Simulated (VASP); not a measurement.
Input of a VASP 6.6.1 run:

Contents of INCAR:

```
PREC     = Accurate       # precision mode
ENCUT    = 520            # plane-wave cutoff, eV
EDIFF    = 1E-7           # SCF threshold, eV
ISMEAR   = -1             # smearing method
SIGMA    = 0.05           # smearing width, eV
LREAL    = False          # projectors in reciprocal space
LASPH    = True           # aspherical terms in the spheres
NELM     = 150            # most SCF steps
ALGO     = Normal         # electronic algorithm
ISIF     = 2              # what is computed and relaxed
LWAVE    = False          # write WAVECAR
LCHARG   = True           # write CHGCAR
ISPIN    = 2              # spin polarisation
MAGMOM   = 7 0            # initial moments
LORBIT   = 11             # projections on sites
LMAXMIX  = 6              # l up to which the mixer works
GGA      = PE             # functional
LELF     = True           # ELF
LVHAR    = True         
NBANDS   = 23             # bands
```

Contents of KPOINTS:

```
Automatic mesh
0
Gamma
  9 9 9
```

File POSCAR:

```
GdO
1.0
    0.0000000000      2.7178813158      2.7178813158
    2.7178813158      0.0000000000      2.7178813158
    2.7178813158      2.7178813158      0.0000000000
Gd O
1 1
Direct
    0.0000000000      0.0000000000      0.0000000000
    0.7500000000      0.7500000000      0.7500000000
```

Potentials or basis: VASP PAW PBE potentials, release 64 (Gd, O).

The run is started by

```bash
$ cat potpaw_PBE.64/Gd/POTCAR potpaw_PBE.64/O/POTCAR > POTCAR
$ mpirun -np 1 vasp_std > vasp.out
```

Estimate the net moment.

7.56 μB per cell.

Predict the site moments.

Gd +6.87; O -0.02 μB.

What does it give for the pressure?

-2.3 GPa.

Caveat: a cell with one magnetic atom can't hold antiferromagnetic order, which such compounds often take. The state reached can hang on the start; a lower one may exist.
